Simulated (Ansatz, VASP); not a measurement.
**Two plane-wave programs on RbNa**

Contents of INCAR:

```
  ALGO = Normal
  EDIFF = 1E-6
  EDIFFG = -0.04
  ENCUT = 600
  GGA = PE
  IBRION = 2
  ISIF = 3
  ISMEAR = 0
  LASPH = True
  LCHARG = False
  LREAL = False
  LWAVE = False
  NELM = 100
  NSW = 90
  PREC = Accurate
  SIGMA = 0.1
```

The input KPOINTS:

```
k-points
0
Gamma
  6 6 4
```

Contents of POSCAR:

```
RbNa
1.0
    3.6670671769      0.0000000000      0.0000000000
    0.0000000000      3.6670671769      0.0000000000
    0.0000000000      0.0000000000      4.8064773354
Rb Na
1 1
Direct
    0.5000000000      0.5000000000      0.5000000000
    0.0000000000      0.0000000000      0.0000000000
```

Input for Ansatz:

```yaml
crystal:
  lattice:
    - [3.6670671769, 0.0, 0.0]
    - [0.0, 3.6670671769, 0.0]
    - [0.0, 0.0, 4.8064773354]
  atoms:
    - { symbol: Rb, position: [0.5, 0.5, 0.5] }
    - { symbol: Na, position: [0.0, 0.0, 0.0] }
basis:
  ecutwfc: 420
kpoints:
  mp_grid: { grid: [6, 6, 4] }
hamiltonian:
  xc: pbe
scf:
  occupations: { method: gaussian, width: 0.1 }
  lower_state_search: "off"
output:
  forces: true
  stress: true
  eigenvalues: true
relax:
  adjacent_minimum: "off"
  f_tol: 0.04
  max_steps: 70
  cell: { stress_tol: 0.4 }
```

Alike in both runs: task relaxation of cell and atoms; functional PBE; k mesh 6 × 6 × 4; occupations gaussian, width 0.1 eV; no spin polarisation.

```csv
,VASP,Ansatz
version,VASP 6.6.1,Ansatz 0.2.0
potentials or method,"VASP PAW PBE potentials, release 64 (Rb_sv, Na_pv), cutoff 600 eV","scalar-relativistic, plane waves, PAW"
valence electrons in the cell,16,18
```

```csv
,VASP,Ansatz,Ansatz less VASP
"gap on the k mesh at the Fermi level, each at its own relaxed structure (eV)",none,none,-
relaxed volume (Å³/atom),61.79,61.81,+0.025
relaxed cell length with the largest relative difference (Å),5.206,5.247,+0.0404
```

A gap of «none» marks a metal or a gap that the smearing closes. VASP's potentials hold 16 valence electrons a cell and Ansatz's 18, so a difference there can come from the potentials and not from the codes.

Noted on VASP's run: the volume moved by over 15 % at a fixed basis, so the end points are rough.
